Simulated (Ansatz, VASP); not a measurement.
Ta in VASP and in Ansatz

```
Ta
1.0
     2.90037    0.00000    0.00000
    -1.45019    2.51180    0.00000
     0.00000    0.00000    5.16627
Ta
2
Direct
  0.66667 0.33333 0.75000
  0.33333 0.66667 0.25000
```

Alike in both runs: task single point; functional LDA; k mesh 12 × 12 × 6; occupations fermi-dirac, width 0.025 eV; no spin polarisation.

|  | VASP | Ansatz |
| --- | --- | --- |
| version | VASP 6.6.1 | Ansatz 0.2.0 |
| potentials or method | VASP PAW LDA potentials, release 64 (Ta_pv), cutoff 520 eV | plane waves, PAW |
| valence electrons in the cell | 22 | 26 |

Ansatz gave:

```
pressure (GPa)                                                : -12.1
traceless stress, the component that is largest in VASP (GPa) : 1.39
```

Problem. What did VASP give for the same quantities?

Solution. Pressure (GPa): -11.5; traceless stress, the component that is largest in VASP (GPa): 1.44.

LDA's correlation is that of Perdew and Zunger in VASP and of Perdew and Wang (1992) in Ansatz. VASP's potentials hold 22 valence electrons a cell and Ansatz's 26, so a difference there can come from the potentials and not from the codes.

Neither program's run includes spin-orbit coupling.
